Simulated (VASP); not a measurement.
# InSbH6 (Amm2) in VASP: settings compared, part 2 of 3

VASP 6.6.1. Earlier steps stand in the parts before.

## Step 4: Relaxation of cell and atoms, PBEsol

This run uses another cell than the first one, of 14.08 Å³/atom, 0.688 times its volume.

INCAR

```
PREC     = Accurate       # precision mode
ENCUT    = 600            # plane-wave cutoff, eV
EDIFF    = 1E-6           # SCF threshold, eV
ISMEAR   = -1             # smearing method
SIGMA    = 0.03           # smearing width, eV
LREAL    = F              # projectors in reciprocal space
LASPH    = T              # aspherical terms in the spheres
NELM     = 60             # most SCF steps
ALGO     = Normal         # electronic algorithm
ISIF     = 3              # what is computed and relaxed
LWAVE    = F              # write WAVECAR
LCHARG   = F              # write CHGCAR
GGA      = PS             # functional
IBRION   = 2              # ionic algorithm
NSW      = 100            # ionic steps
EDIFFG   = -0.01          # ionic threshold
```

KPOINTS

```
Automatic mesh
0
Gamma
  6 4 4
```

POSCAR

```
InSbH6
1.0
    4.2564001200      0.0000000000      0.0000000000
    0.0000000000      2.8551970900      4.6349619200
    0.0000000000     -2.8551970900      4.6349619200
In Sb H
1 1 6
Direct
    0.5000000000      0.5994390000      0.5994390000
    0.0000000000      0.9019570000      0.9019570000
    0.0000000000      0.9347750000      0.3849840000
    0.0000000000      0.3849840000      0.9347750000
    0.0000000000      0.4138560000      0.4138560000
    0.5000000000      0.5702260000      0.1132460000
    0.5000000000      0.1132460000      0.5702260000
    0.5000000000      0.0815180000      0.0815180000
```

Potentials or basis: VASP PAW PBE potentials, release 64 (In_d, Sb, H).

Command:

```console
$ cat potpaw_PBE.64/In_d/POTCAR potpaw_PBE.64/Sb/POTCAR potpaw_PBE.64/H/POTCAR > POTCAR
$ mpirun -np 1 vasp_std > vasp.out
```

OUTCAR:

```text
PREC = Accurate
   ENCUT = 600
   EDIFF = 1E-6
   ISMEAR = -1
   LREAL = F
   LASPH = T
   NELM = 60
   ISIF = 3
   GGA = PS
   IBRION = 2
   NSW = 100
   EDIFFG = -0.01

 ion  position               nearest neighbor table
   1  0.500  0.599  0.599-   2 3.52   2 3.52
   2  0.000  0.902  0.902-   1 3.52   1 3.52
   3  0.000  0.935  0.385-
   4  0.000  0.385  0.935-
   5  0.000  0.414  0.414-
   6  0.500  0.570  0.113-
   7  0.500  0.113  0.570-
   8  0.500  0.082  0.082-

  LATTYP: Found a base centered orthorhombic cell.
 ALAT       =     5.7103941800
 B/A-ratio  =     1.6233421981
 C/A-ratio  =     0.7453776370

  Lattice vectors:

 A1 = (   0.0000000000,   2.8551970900,  -4.6349619200)
 A2 = (   0.0000000000,   2.8551970900,   4.6349619200)
 A3 = (   4.2564001200,   0.0000000000,   0.0000000000)

Analysis of symmetry for initial positions (statically):
=====================================================================
 Subroutine PRICEL returns:
 Original cell was already a primitive cell.

 Routine SETGRP: Setting up the symmetry group for a
 base centered orthorhombic supercell.

 Subroutine GETGRP returns: Found  4 space group operations
 (whereof  4 operations were pure point group operations)
 out of a pool of  8 trial point group operations.

The static configuration has the point symmetry C_2v.

Analysis of symmetry for dynamics (positions and initial velocities):
=====================================================================
 Subroutine PRICEL returns:
 Original cell was already a primitive cell.

 Routine SETGRP: Setting up the symmetry group for a
 base centered orthorhombic supercell.

 Subroutine GETGRP returns: Found  4 space group operations
 (whereof  4 operations were pure point group operations)
 out of a pool of  8 trial point group operations.

The dynamic configuration has the point symmetry C_2v.

 Subroutine INISYM returns: Found  4 space group operations
 (whereof  4 operations are pure point group operations),
 and found     1 'primitive' translations

----------------------------------------------------------------------------------------

                                     Primitive cell

  volume of cell :     112.6561

  direct lattice vectors                    reciprocal lattice vectors
     4.256400120  0.000000000  0.000000000     0.234940319  0.000000000  0.000000000
     0.000000000  2.855197090  4.634961920     0.000000000  0.175119259  0.107875751
     0.000000000 -2.855197090  4.634961920     0.000000000 -0.175119259  0.107875751

  length of vectors
     4.256400120  5.443805877  5.443805877     0.234940319  0.205679199  0.205679199

  position of ions in fractional coordinates (direct lattice)
     0.500000000  0.599439000  0.599439000
     0.000000000  0.901957000  0.901957000
     0.000000000  0.934775000  0.384984000
     0.000000000  0.384984000  0.934775000
     0.000000000  0.413856000  0.413856000
     0.500000000  0.570226000  0.113246000
     0.500000000  0.113246000  0.570226000
     0.500000000  0.081518000  0.081518000

  ion indices of the primitive-cell ions
   primitive index   ion index
                 1           1
                 2           2
                 3           3
                 4           4
                 5           5
                 6           6
                 7           7
                 8           8

----------------------------------------------------------------------------------------

 KPOINTS: Automatic mesh

Automatic generation of k-mesh.
 Grid dimensions read from file:
 generate k-points for:    6    4    4

 Generating k-lattice:

  Cartesian coordinates                     Fractional coordinates (reciprocal lattice)
     0.039156720  0.000000000  0.000000000     0.166666667  0.000000000  0.000000000
     0.000000000  0.043779815  0.026968938     0.000000000  0.250000000  0.000000000
     0.000000000 -0.043779815  0.026968938     0.000000000  0.000000000  0.250000000

  Length of vectors
     0.039156720  0.051419800  0.051419800

  Shift w.r.t. Gamma in fractional coordinates (k-lattice)
     0.000000000  0.000000000  0.000000000

 Subroutine IBZKPT returns following result:
 ===========================================

 Found     28 irreducible k-points:

 Following reciprocal coordinates:
            Coordinates               Weight
  0.000000  0.000000  0.000000      1.000000
  0.166667  0.000000  0.000000      2.000000
  0.333333  0.000000  0.000000      2.000000
  0.500000  0.000000  0.000000      1.000000
  0.000000  0.250000  0.000000      4.000000
  0.166667  0.250000  0.000000      8.000000
[... 16 lines left out ...]
  0.333333 -0.250000  0.250000      4.000000
  0.500000 -0.250000  0.250000      2.000000
 [... further k-points ...]
   k-points           NKPTS =     28   k-points in BZ     NKDIM =     28   number of bands    NBANDS=     17
   number of dos      NEDOS =    301   number of ions     NIONS =      8
   total plane-waves  NPLWV =  82944
   dimension x,y,z NGX =    36 NGY =   48 NGZ =   48
   dimension x,y,z NGXF=    72 NGYF=   96 NGZF=   96
   ions per type =               1   1   6
   NGX,Y,Z   is equivalent  to a cutoff of  14.06, 14.66, 14.66 a.u.
   NGXF,Y,Z  is equivalent  to a cutoff of  28.12, 29.32, 29.32 a.u.
 SYSTEM =  unknown system
   PREC   = accura    normal or accurate (medium, high low for compatibility)
   ISTART =      0    job   : 0-new  1-cont  2-samecut
   ICHARG =      2    charge: 1-file 2-atom 10-const
   ISPIN  =      1    spin polarized calculation?
   LNONCOLLINEAR =      F non collinear calculations
   LSORBIT =      F    spin-orbit coupling
   LASPH  =      T    aspherical Exc in radial PAW
   ENCUT  =  600.0 eV  44.10 Ry    6.64 a.u.   8.50 10.87 10.87*2*pi/ulx,y,z
   NELM   =     60;   NELMIN=  2; NELMDL= -5     # of ELM steps
   EDIFF  = 0.1E-05   stopping-criterion for ELM
   LREAL  =      F    real-space projection
   EDIFFG = -.1E-01   stopping-criterion for IOM
   NSW    =    100    number of steps for IOM
   IBRION =      2    ionic relax: 0-MD 1-quasi-New 2-CG
   NFREE  =      1    steps in history (QN), initial steepest desc. (CG)
   ISIF   =      3    stress and relaxation
   ISYM   =      2    0-nonsym 1-usesym 2-fastsym
   POTIM  = 0.5000    time-step for ionic-motion
   TEBEG  =    0.0;   TEEND  =   0.0 temperature during run
   PSTRESS=    0.0 pullay stress
   NELECT =      24.0000    total number of electrons
   NUPDOWN=      -1.0000    fix difference up-down
   EMIN   =  10.00;   EMAX   =-10.00  energy-range for DOS
   EFERMI =   0.00;   METHOD = LEGACY
   ISMEAR =    -1;   SIGMA  =   0.03  broadening in eV -4-tet -1-fermi 0-gaus
   EFERMI_NEDOS =   21; number of points for ismear=-14 and -15
   IALGO  =     38    algorithm
   IMIX   =      4    mixing-type and parameters
     AMIX     =   0.40;   BMIX     =  1.00
     AMIX_MAG =   1.60;   BMIX_MAG =  1.00
  volume/ion in A,a.u.               =      14.08        95.03
  Fermi-wavevector in a.u.,A,eV,Ry     =   0.977748  1.847676 13.007054  0.955991
  Thomas-Fermi vector in A             =   2.108470
   LORBIT       =      0    0 simple, 1 ext, 2 COOP (PROOUT), +10 PAW based schemes
   GGA     = PS    functional components
   LHFCALC =     F    Hartree Fock is set to
   AEXX    =    0.0000 exact exchange contribution
   IVDW    =     0    specifies the selected vdW correction
   LEPSILON=     F    determine dielectric tensor
   LRPA    =     F    only Hartree local field effects (RPA)
 conjugate gradient relaxation of ions
 non-spin polarized calculation
  energy-cutoff  :      600.00
  volume of cell :      112.66
 maximum number of plane-waves:      3802
 NGX is ok and might be reduce to    36
   NGX = 17   NGY = 21   NGZ = 21

--------------------------------------- Ionic step        1  -------------------------------------------

 number of electron      24.0000000 magnetization

 Free energy of the ion-electron system (eV)
  ---------------------------------------------------
  ext. energy  EPLUGINS =         0.00000000
  ---------------------------------------------------
  free energy    TOTEN  =       -18.02980473 eV

  energy without entropy =      -18.01688351  energy(sigma->0) =      -18.02334412

------------------------ aborting loop because EDIFF is reached ----------------------------------------

  FORCE on cell =-STRESS in cart. coord.  units (eV):
  Direction    XX          YY          ZZ          XY          YZ          ZX
  --------------------------------------------------------------------------------------
  -------------------------------------------------------------------------------------
  Total      -11.2207736     -8.7347927     -8.9217535      0.0000000      0.0000000      0.0000000
  in kB     -159.5800797   -124.2248498   -126.8837770      0.0000000      0.0000000      0.0000000
  external PRESSURE =    -136.8962355 kB  Pullay stress =       0.0000000 kB
[... 1565 lines left out ...]
      6      -4.5508      2.00000
[... 9 lines left out ...]
     16       7.0770      0.00000
     17       7.8786      0.00000

 [... further k-points ...]

[... ionic steps 4 to 47 ...]

--------------------------------------- Ionic step       48  -------------------------------------------

 number of electron      23.9999998 magnetization

------------------------ aborting loop because EDIFF is reached ----------------------------------------
[... 79 lines left out ...]
--------------------------------------- Ionic step       50  -------------------------------------------

 number of electron      23.9999998 magnetization

 Free energy of the ion-electron system (eV)
  ---------------------------------------------------
  ext. energy  EPLUGINS =         0.00000000
  ---------------------------------------------------
  free energy    TOTEN  =       -23.06792055 eV

  energy without entropy =      -23.06431556  energy(sigma->0) =      -23.06611806

 E-fermi :   4.3081     XC(G=0):  -9.4373

 val. band max:        4.2991181916   @ k =   0.5000   0.2500   0.0000
 cond. band min:       4.3176792884   @ k =   0.3333  -0.2500   0.2500
 fundamental gap:      0.0185610968
 Fermi energy:         4.3080970024
[... 515 lines left out ...]
  FREE ENERGIE OF THE ION-ELECTRON SYSTEM (eV)
  ---------------------------------------------------
  free  energy   TOTEN  =       -23.0679205527 eV

  energy  without entropy=      -23.0643155640  energy(sigma->0) =      -23.06611806

 reached required accuracy - stopping structural energy minimisation
```

Wall time 34 min (1 thread of Oxide Virtual Turin-like, shared host); peak memory 0.31 GiB.

Results:

| Property | Result |
| --- | --- |
| Free energy | -23.0679 eV |
| Relaxed volume | 10.74 Å³/atom |
| Relaxed cell | a = 3.268 Å, b = 5.249 Å, c = 5.249 Å, α = 72.59°, β = 90.00°, γ = 90.00° |
| Space group after relaxing (to 0.05 Å) | Amm2 (No. 38) |
| Energy gained by relaxing | 629.8 meV/atom |
| Ionic steps | 50 |
| Pressure after relaxing | -0.1 GPa |
| Largest force after relaxing | 0.009 eV/Å |
| Band gap on the k mesh | zero (band 12 reaches 5.67 eV, above the bottom of band 13 at 2.93 eV) |

Forces in eV/Å, atoms in the order of the input:
```
In   0.000  0.000 -0.001
Sb   0.000  0.000  0.009
H    0.000  0.001 -0.009
H    0.000 -0.001 -0.009
H    0.000  0.000  0.002
H    0.000  0.004  0.005
H    0.000 -0.004  0.005
H    0.000  0.000 -0.003
```

The path:
| step | energy change (eV) | largest force (eV/Å) | pressure (GPa) | volume (Å³) |
| --- | --- | --- | --- | --- |
| 1 | 0.0000 | 0.6799 | -13.69 | 112.66 |
| 3 | -0.4332 | 1.0464 | 56.76 | 50.90 |
| 5 | -2.9715 | 1.0833 | 4.13 | 68.04 |
| 7 | -2.9881 | 1.0858 | 1.92 | 69.65 |
| 9 | -3.2325 | 0.3109 | 4.29 | 68.70 |
| 11 | -3.2518 | 0.4581 | 5.29 | 68.39 |
| 13 | -3.6894 | 0.9223 | 2.77 | 76.58 |
| 15 | -3.9844 | 0.4826 | -3.23 | 85.57 |
| 17 | -4.1493 | 0.3898 | 2.28 | 83.15 |
| 19 | -4.2249 | 0.6111 | 2.16 | 86.90 |
| 21 | -4.3081 | 0.4512 | -1.96 | 92.22 |
| 23 | -4.4398 | 0.3969 | -0.83 | 92.03 |
| 25 | -4.7080 | 0.5008 | 2.97 | 85.20 |
| 27 | -4.8321 | 0.4940 | 1.47 | 84.81 |
| 29 | -4.8449 | 0.4904 | 1.02 | 84.65 |
| 31 | -4.9314 | 0.3561 | -1.03 | 86.12 |
| 33 | -4.9632 | 0.2927 | -0.93 | 85.78 |
| 35 | -5.0056 | 0.2168 | 1.12 | 83.68 |
| 37 | -5.0242 | 0.1665 | 0.05 | 84.87 |
| 39 | -5.0295 | 0.0799 | -0.20 | 85.36 |
| 41 | -5.0344 | 0.0517 | 0.09 | 85.33 |
| 43 | -5.0367 | 0.0456 | -0.02 | 85.58 |
| 45 | -5.0378 | 0.0333 | 0.05 | 85.71 |
| 47 | -5.0381 | 0.0124 | 0.05 | 85.75 |
| 49 | -5.0381 | 0.0101 | 0.00 | 85.82 |
| 50 | -5.0381 | 0.0092 | -0.05 | 85.91 |

Final structure:
```cif
data_structure
_symmetry_space_group_name_H-M 'P 1'
_symmetry_Int_Tables_number 1
_cell_length_a 3.2682
_cell_length_b 5.2486
_cell_length_c 5.2486
_cell_angle_alpha 72.587
_cell_angle_beta 90.000
_cell_angle_gamma 90.000
_cell_volume 85.91
loop_
_atom_site_label
_atom_site_type_symbol
_atom_site_fract_x
_atom_site_fract_y
_atom_site_fract_z
_atom_site_occupancy
In1 In 0.50000 0.47862 0.47862 1
Sb1 Sb 0.00000 0.00578 0.00578 1
H1 H 0.00000 0.82756 0.39715 1
H2 H 0.00000 0.39715 0.82756 1
H3 H 0.00000 0.35392 0.35392 1
H4 H 0.50000 0.71122 0.09220 1
H5 H 0.50000 0.09220 0.71122 1
H6 H 0.50000 0.13355 0.13355 1
```

Levels at points of the mesh, in eV from the Fermi level:
```tsv
k point	band 9	band 10	band 11	band 12	band 13	band 14	band 15	band 16
(0.00, 0.00, 0.00)	-4.94	-3.18	-2.30	1.35	2.34	2.36	4.13	4.63
(0.50, 0.00, 0.00)	-4.00	-3.27	-3.27	-1.02	-0.92	0.13	2.50	2.62
(0.00, 0.50, 0.00)	-4.38	-2.39	-1.98	0.79	1.58	2.66	5.12	5.33
(0.50, 0.50, 0.00)	-5.14	-2.62	-2.59	-1.65	0.74	1.49	2.42	2.48
(0.00, 0.50, 0.50)	-6.05	-1.66	-0.77	1.36	2.60	4.08	4.61	5.97
(0.50, 0.50, 0.50)	-4.38	-4.30	-3.56	-3.06	-1.38	2.47	4.08	4.40
```

Caveat: the volume moved by over 15 % at a fixed basis, so the end points are rough; the PAW data sets were made with another functional, which shifts forces and pressure a little; spin-orbit coupling is left out, which moves the levels of the heavy elements.

[end of part 2 of 3]
